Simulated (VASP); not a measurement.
Runs of VASP 6.6.1 on P. The structure is that of space group Pm-3m (No. 221), or close to it. The cells are those of the table. 

| cell | gap on the mesh (eV) | pressure (GPa) |
| --- | --- | --- |
| a = 2.458, b = 2.458, c = 2.261 Å, 1 atom | none | 2.2 |
| a = 2.352, b = 2.352, c = 2.470 Å, 1 atom | none | 0.7 |
| a = 2.316, b = 2.316, c = 2.547 Å, 1 atom | none | (a) |
| a = 2.423, b = 2.423, c = 2.326 Å, 1 atom | none | 0.8 |

Alike in all rows: task single point; level PBEsol+D3(BJ); potentials or basis VASP PAW PBE potentials, release 64 (P); no spin polarisation; k mesh 28 × 28 × 28; cutoff (eV) 520; smearing gaussian 0.15 eV.

Problem. Estimate the missing entries.

Solution. (a) 2.5.

Caveats: the PAW data sets were made with another functional, which shifts forces and pressure a little; pairwise dispersion overbinds metals, which lowers pressure and volume.

A gap of «none» marks levels without a gap at the run's occupations.
